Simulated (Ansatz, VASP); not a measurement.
Two plane-wave programs on Gd

```
Gd
1.0
     3.70911    0.00000    0.00000
    -1.85455    3.21218    0.00000
     0.00000    0.00000    5.94386
Gd
2
Cartesian
  0.0000 2.1415 1.4860
  1.8546 1.0707 4.4579
```

Alike in both runs: functional RPBE; k mesh 10 × 10 × 6; occupations fermi-dirac, width 0.05 eV; collinear spin.

Ansatz relaxed the structure, and its values are those at the end. VASP's run is a single point on that final structure, the one shown.

|  | VASP | Ansatz |
| --- | --- | --- |
| version | VASP 6.6.1 | Ansatz 0.2.0 |
| potentials or method | VASP PAW PBE potentials, release 64 (Gd), cutoff 520 eV | plane waves (420 eV) with PAW, scalar-relativistic |
| valence electrons in the cell | 36 | 36 |

```csv
,VASP,Ansatz,Ansatz less VASP
pressure (GPa),-0.2,0.0,+0.16
net moment per atom (μB),7.72,7.71,-0.008
size of the moment on the site where the two differ most (μB),7.00,7.40,+0.397
```

VASP's potentials were made for PBE, not for RPBE. Site moments also hang on the region over which each program counts them.

Spin-orbit coupling is off throughout.
